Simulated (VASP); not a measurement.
Cu2As3: single point with PBE

Cu2As3:

```xyz
5
Lattice="4.1107 0.0000 0.0000 -2.0554 3.5600 0.0000 0.0000 0.0000 6.1704" Properties=species:S:1:pos:R:3 pbc="T T T"
As    2.0554    1.1867    4.0066
As    0.0000    2.3733    2.1637
As    0.0000    0.0000    0.0000
Cu    2.0554    1.1867    1.3388
Cu    0.0000    2.3733    4.8316
```

| Item | Value |
| --- | --- |
| Program | VASP 6.6.1 |
| Task | single point |
| Functional | PBE |
| Potentials or basis | VASP PAW PBE potentials, release 64 (As, Cu) |
| Cutoff | 520 eV |
| k mesh | 8 × 8 × 5 |
| Occupations | fermi-dirac, width 0.05 eV |
| Spin | no spin polarisation |

```json
{
 "Pressure": "-2.4 GPa",
 "Largest force": "0.028 eV/Å"
}
```

Forces in eV/Å, atoms in the order of the input:
```
As   0.000  0.000 -0.028
As   0.000  0.000  0.028
As   0.000  0.000  0.000
Cu   0.000  0.000  0.009
Cu   0.000  0.000 -0.009
```

Stress tensor (GPa, compression positive):
```
-2.55  0.00  0.00
 0.00 -2.55  0.00
 0.00  0.00 -2.00
```

Levels at points of the mesh, in eV from the Fermi level:
```tsv
k point	band 15	band 16	band 17	band 18	band 19	band 20	band 21	band 22
(0.00, 0.00, 0.00)	-1.43	-0.77	-0.77	0.05	0.05	1.20	1.20	1.77
(0.50, 0.00, 0.00)	-3.03	-2.65	-2.57	-0.02	0.11	0.62	1.03	1.21
```

It took 110 s on 1 thread of Intel(R) Xeon(R) Platinum 8259CL CPU @ 2.50GHz (Skylake/Cascade Lake), on a shared host, peak memory 0.25 GiB.
